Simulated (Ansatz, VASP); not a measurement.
**Two plane-wave programs on K4F5**

```
F K
1.0
     3.76004    0.00000    0.00000
    -1.88002    3.25629    0.00000
     0.00000    0.00000   27.28023
F K
5 4
Direct
  0.33333 0.66667 0.28517
  0.00000 0.00000 0.38952
  0.66667 0.33333 0.50000
  0.33333 0.66667 0.61048
  0.00000 0.00000 0.71483
  0.66667 0.33333 0.32776
  0.33333 0.66667 0.44329
  0.00000 0.00000 0.55671
  0.66667 0.33333 0.67224
```

Alike in both runs: functional r2SCAN; k mesh 9 × 9 × 1; occupations gaussian, width 0.05 eV; no spin polarisation.

Ansatz relaxed the structure, and its values are those at the end. VASP's run is a single point on that final structure, the one shown.

|  | VASP | Ansatz |
| --- | --- | --- |
| version | VASP 6.6.1 | Ansatz 0.2.0 |
| potentials or method | VASP PAW PBE potentials, release 64 (F, K_sv), cutoff 520 eV | scalar-relativistic, plane waves, PAW |
| valence electrons in the cell | 71 | 71 |

Ansatz gave:

```
rms of the force components (eV/Å) : 0.002
```

Task: Estimate VASP's values.

Result: rms of the force components (eV/Å): 0.009.

VASP's potentials were made for PBE, not for r2SCAN. The functional is the same, so the differences come from potentials, cutoffs and numerics.
